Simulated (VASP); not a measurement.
# Mo (Im-3m) in VASP: further runs, part 2 of 2

VASP 6.6.1.

**6. Relaxation of cell and atoms, PBE**

Contents of INCAR:

```
ALGO = Fast ; EDIFF = 1E-6
EDIFFG = -0.002 ; ENCUT = 600
GGA = PE ; IBRION = 2
ISIF = 3 ; ISMEAR = 0
LASPH = True ; LCHARG = False
LREAL = False ; LWAVE = False
NELM = 60 ; NSW = 100
PREC = Accurate ; SIGMA = 0.1
```

Contents of KPOINTS:

```
k-points
0
Gamma
  16 16 16
```

Contents of POSCAR:

```
Mo
1.0
   -1.5838089700      1.5838089700      1.5838089700
    1.5838089700     -1.5838089700      1.5838089700
    1.5838089700      1.5838089700     -1.5838089700
Mo
1
Direct
    0.0000000000      0.0000000000      0.0000000000
```

Potentials or basis: VASP PAW PBE potentials, release 64 (Mo_sv).

Started as:

```
cat potpaw_PBE.64/Mo_sv/POTCAR > POTCAR
mpirun -np 1 vasp_std > vasp.out
```

OUTCAR:

```text
EDIFF = 1E-6
   EDIFFG = -0.002
   ENCUT = 600
   GGA = PE
   IBRION = 2
   ISIF = 3
   ISMEAR = 0
   LASPH = True
   LREAL = False
   NELM = 60
   NSW = 100
   PREC = Accurate

 ion  position               nearest neighbor table
   1  0.000  0.000  0.000-

  LATTYP: Found a body centered cubic cell.
 ALAT       =     3.1676179400

  Lattice vectors:

 A1 = (  -1.5838089700,   1.5838089700,   1.5838089700)
 A2 = (   1.5838089700,  -1.5838089700,   1.5838089700)
 A3 = (   1.5838089700,   1.5838089700,  -1.5838089700)

Analysis of symmetry for initial positions (statically):
=====================================================================
 Subroutine PRICEL returns:
 Original cell was already a primitive cell.

 Routine SETGRP: Setting up the symmetry group for a
 body centered cubic supercell.

 Subroutine GETGRP returns: Found 48 space group operations
 (whereof 48 operations were pure point group operations)
 out of a pool of 48 trial point group operations.

The static configuration has the point symmetry O_h .

Analysis of symmetry for dynamics (positions and initial velocities):
=====================================================================
 Subroutine PRICEL returns:
 Original cell was already a primitive cell.

 Routine SETGRP: Setting up the symmetry group for a
 body centered cubic supercell.

 Subroutine GETGRP returns: Found 48 space group operations
 (whereof 48 operations were pure point group operations)
 out of a pool of 48 trial point group operations.

The dynamic configuration has the point symmetry O_h .

 Subroutine INISYM returns: Found 48 space group operations
 (whereof 48 operations are pure point group operations),
 and found     1 'primitive' translations

----------------------------------------------------------------------------------------

                                     Primitive cell

  volume of cell :      15.8916

[... 128 lines left out ...]

 number of electron      14.0000002 magnetization

 Free energy of the ion-electron system (eV)
  ---------------------------------------------------
  ext. energy  EPLUGINS =         0.00000000
  ---------------------------------------------------
  free energy    TOTEN  =       -10.94108947 eV

  energy without entropy =      -10.93897295  energy(sigma->0) =      -10.94003121

------------------------ aborting loop because EDIFF is reached ----------------------------------------

  FORCE on cell =-STRESS in cart. coord.  units (eV):
  Direction    XX          YY          ZZ          XY          YZ          ZX
  --------------------------------------------------------------------------------------
  -------------------------------------------------------------------------------------
  Total       -0.1377835     -0.1377835     -0.1377835      0.0000000      0.0000000     -0.0000000
  in kB      -13.8911906    -13.8911906    -13.8911906      0.0000000      0.0000000     -0.0000000
  external PRESSURE =     -13.8911906 kB  Pullay stress =       0.0000000 kB
[... 92 lines left out ...]
--------------------------------------- Ionic step        4  -------------------------------------------

 number of electron      14.0000002 magnetization

 Free energy of the ion-electron system (eV)
  ---------------------------------------------------
  ext. energy  EPLUGINS =         0.00000000
  ---------------------------------------------------
  free energy    TOTEN  =       -10.94149620 eV

  energy without entropy =      -10.93941991  energy(sigma->0) =      -10.94045805

 E-fermi :  12.4173     XC(G=0): -13.3282

 val. band max:       12.4093969722   @ k =  -0.1875   0.1875   0.0625
 cond. band min:      12.4688763677   @ k =   0.1875   0.0000   0.0000
 fundamental gap:      0.0594793956
 Fermi energy:        12.4172583816

 k-point     1 :       0.0000    0.0000    0.0000
  band No.  band energies     occupation
      1     -48.8524      2.00000
      2     -22.1441      2.00000
      3     -22.1441      2.00000
      4     -22.1441      2.00000
      5       5.2206      2.00000
      6      11.0809      2.00000
      7      11.0809      2.00000
      8      11.0809      2.00000
      9      14.0660      0.00000
     10      14.0660      0.00000
     11      27.2353      0.00000
[... 309 lines left out ...]
 k-point    24 :       0.2500    0.1875    0.0000
  band No.  band energies     occupation
      1     -48.6287      2.00000
      2     -23.2055      2.00000
      3     -22.5834      2.00000
      4     -22.2610      2.00000
      5       8.2860      2.00000
      6       9.5477      2.00000
      7      10.6251      2.00000
      8      13.5034      0.00000
      9      14.8077      0.00000
     10      16.9815      0.00000
     11      25.5448      0.00000

 [... further k-points ...]

------------------------ aborting loop because EDIFF is reached ----------------------------------------

  FORCE on cell =-STRESS in cart. coord.  units (eV):
  Direction    XX          YY          ZZ          XY          YZ          ZX
  --------------------------------------------------------------------------------------
  -------------------------------------------------------------------------------------
  Total        0.0016842      0.0016842      0.0016842      0.0000000     -0.0000000     -0.0000000
  in kB        0.1707678      0.1707678      0.1707678      0.0000000     -0.0000000     -0.0000000
  external PRESSURE =       0.1707678 kB  Pullay stress =       0.0000000 kB
[... 16 lines left out ...]
  FREE ENERGIE OF THE ION-ELECTRON SYSTEM (eV)
  ---------------------------------------------------
  free  energy   TOTEN  =       -10.9414961997 eV

  energy  without entropy=      -10.9394199100  energy(sigma->0) =      -10.94045805

 reached required accuracy - stopping structural energy minimisation
```

CONTCAR:

```text
Mo
   1.00000000000000
    -1.5808162352866821    1.5808162352866821    1.5808162352866821
     1.5808162352866821   -1.5808162352866821    1.5808162352866821
     1.5808162352866821    1.5808162352866821   -1.5808162352866821
  Mo
     1
Direct
     0.0000000000000000    0.0000000000000000    0.0000000000000000

  0.00000000E+00  0.00000000E+00  0.00000000E+00
```

Run time: 89 s. Hardware: 1 thread of Intel Xeon 8259CL, shared host; peak memory 0.17 GiB.

What came out:

* Free energy: -10.9415 eV
* Relaxed volume: 15.80 Å³/atom
* Relaxed cell: a = 2.738 Å, b = 2.738 Å, c = 2.738 Å, α = 109.47°, β = 109.47°, γ = 109.47°
* Space group after relaxing (to 0.05 Å): Im-3m (No. 229)
* Energy gained by relaxing: 0.4 meV/atom
* Ionic steps: 4
* Pressure after relaxing: 0.0 GPa
* Band gap on the k mesh: zero (band 7 reaches 16.34 eV, above the bottom of band 8 at 11.08 eV)

Step by step:
| step | energy change (eV) | largest force (eV/Å) | pressure (GPa) | volume (Å³) |
| --- | --- | --- | --- | --- |
| 1 | 0.0000 | 0.0000 | -1.39 | 15.89 |
| 2 | 0.0023 | 0.0000 | 4.10 | 15.58 |
| 3 | -0.0004 | 0.0000 | 0.05 | 15.80 |
| 4 | -0.0004 | 0.0000 | 0.02 | 15.80 |

Final structure:
```yaml
crystal:
  lattice:
    - [-1.58082, 1.58082, 1.58082]
    - [1.58082, -1.58082, 1.58082]
    - [1.58082, 1.58082, -1.58082]
  atoms:
    - { symbol: Mo, position: [0.00000, 0.00000, 0.00000] }
```

**7. The runs side by side**

```csv
task,cell,k mesh,cutoff (eV),smearing,gap on the mesh (eV),pressure (GPa),relaxed volume (Å³/atom)
single point,"a = 2.743 Å, angles 109.5°, 1 atom",8 × 8 × 8,520,gaussian 0.1 eV,none,-0.6,-
single point,"a = 2.737 Å, angles 109.5°, 1 atom",16 × 16 × 16,520,gaussian 0.1 eV,none,0.5,-
single point,"a = 2.738 Å, angles 109.5°, 1 atom",16 × 16 × 16,520,fermi-dirac 0.15 eV,none,0.5,-
relaxation of cell and atoms,"relaxed from a = 2.737 Å, angles 109.5°, 1 atom",16 × 16 × 16,600,fermi-dirac 0.15 eV,none,0.0,15.82
relaxation of cell and atoms,"relaxed from a = 2.743 Å, angles 109.5°, 1 atom",16 × 16 × 16,600,gaussian 0.1 eV,none,0.0,15.80
```

Alike in all rows: level PBE; potentials or basis VASP PAW PBE potentials, release 64 (Mo_sv); no spin polarisation.

Total energies depend on the potentials used, so only differences within one code and one set of settings carry meaning.
